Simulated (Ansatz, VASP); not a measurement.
**Y: VASP beside Ansatz**

```
CELL_PARAMETERS angstrom
0.00000 2.55199 2.55199
2.55199 0.00000 2.55199
2.55199 2.55199 0.00000
ATOMIC_POSITIONS crystal
Y 0.00000 0.00000 0.00000
```

Alike in both runs: task relaxation of cell and atoms; functional RPBE; dispersion D4; k mesh 9 × 9 × 9; occupations fermi-dirac, width 0.05 eV; no spin polarisation.

```csv
,VASP,Ansatz
version,VASP 6.6.1,Ansatz 0.2.0
potentials or method,"VASP PAW PBE potentials, release 64 (Y_sv)",Ansatz PAW
plane-wave cutoff (eV),600,420
valence electrons in the cell,11,11
```

```csv
,VASP,Ansatz,Ansatz less VASP
"gap on the k mesh at the Fermi level, each at its own relaxed structure (eV)",none,none,-
relaxed volume (Å³/atom),32.18,32.28,+0.093
relaxed cell length with the largest relative difference (Å),3.570,3.574,+0.0034
```

VASP's potentials were made for PBE, not for RPBE. A gap of «none» marks a metal or a gap that the smearing closes.

Noted on Ansatz's run: the plane-wave basis is chosen anew once the cell has moved, so the energies of steps on either side of that aren't comparable.
